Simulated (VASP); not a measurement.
Input of a VASP 6.6.1 run:

The input POSCAR:

```
W
1.0
   -1.5844082066      1.5844082066      1.5844082066
    1.5844082066     -1.5844082066      1.5844082066
    1.5844082066      1.5844082066     -1.5844082066
W
1
Direct
    0.0000000000      0.0000000000      0.0000000000
```

File INCAR.step1:

```
SYSTEM = W
PREC = Accurate
ENCUT = 520
ISMEAR = 0
SIGMA = 0.3
LREAL = .FALSE.
LASPH = .TRUE.
NELM = 80
NBANDS = 13
GGA = PE
ALGO = Normal
EDIFF = 1E-4
LWAVE = .TRUE.
LCHARG = .FALSE.
```

The input INCAR.step2:

```
SYSTEM = W
PREC = Accurate
ENCUT = 520
EDIFF = 1E-6
ISMEAR = 0
SIGMA = 0.3
LREAL = .FALSE.
LASPH = .TRUE.
NELM = 80
ALGO = Normal
ISIF = 2
LWAVE = .FALSE.
LCHARG = .FALSE.
METAGGA = R2SCAN
LMIXTAU = .TRUE.
NBANDS = 13
ISTART = 1
```

Contents of KPOINTS:

```
regular mesh
0
G
  32 32 32
  0 0 0
```

Potentials or basis: VASP PAW PBE potentials, release 64 (W_sv).

Run with:

```bash
$ cat potpaw_PBE.64/W_sv/POTCAR > POTCAR
$ cp INCAR.step1 INCAR
$ mpirun -np 1 vasp_std > vasp.out
$ cp INCAR.step2 INCAR
$ mpirun -np 1 vasp_std > vasp.out
```

(1) Estimate the band gap on the k mesh.

(2) Estimate the pressure.

## Answers

(1) zero (band 7 reaches 16.55 eV, above the bottom of band 8 at 9.96 eV).

(2) 1.2 GPa.

Caveat: the PAW data sets were made with another functional, which shifts forces and pressure a little; spin-orbit coupling is left out, which moves the levels of the heavy elements.
